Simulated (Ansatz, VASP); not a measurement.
One calculation of Zr, two programs

```
CELL_PARAMETERS angstrom
3.23200 0.00000 0.00000
-1.61600 2.79899 0.00000
0.00000 0.00000 5.14700
ATOMIC_POSITIONS crystal
Zr 0.24051 0.66667 0.25000
Zr 0.66667 0.33333 0.75000
```

Alike in both runs: task single point; functional PBE; k mesh 18 × 18 × 10; occupations gaussian, width 0.15 eV; no spin polarisation.

```csv
,VASP,Ansatz
version,VASP 6.6.1,Ansatz 0.2.0
potentials or method,"VASP PAW PBE potentials, release 64 (Zr_sv), cutoff 520 eV","scalar-relativistic, plane waves, PAW"
valence electrons in the cell,24,24
```

VASP gave:

| Property | Result |
| --- | --- |
| gap on the k mesh at the Fermi level (eV) | none |
| pressure (GPa) | 0.1 |
| traceless stress, the component that is largest in VASP (GPa) | 1.73 |
| rms of the force components (eV/Å) | 0.141 |

Estimate Ansatz's values.

gap on the k mesh at the Fermi level (eV): none; pressure (GPa): 0.1; traceless stress, the component that is largest in VASP (GPa): 1.73; rms of the force components (eV/Å): 0.140.

Atom by atom the forces differ by 0.001 eV/Å (rms over components). A gap of «none» marks a metal or a gap that the smearing closes.
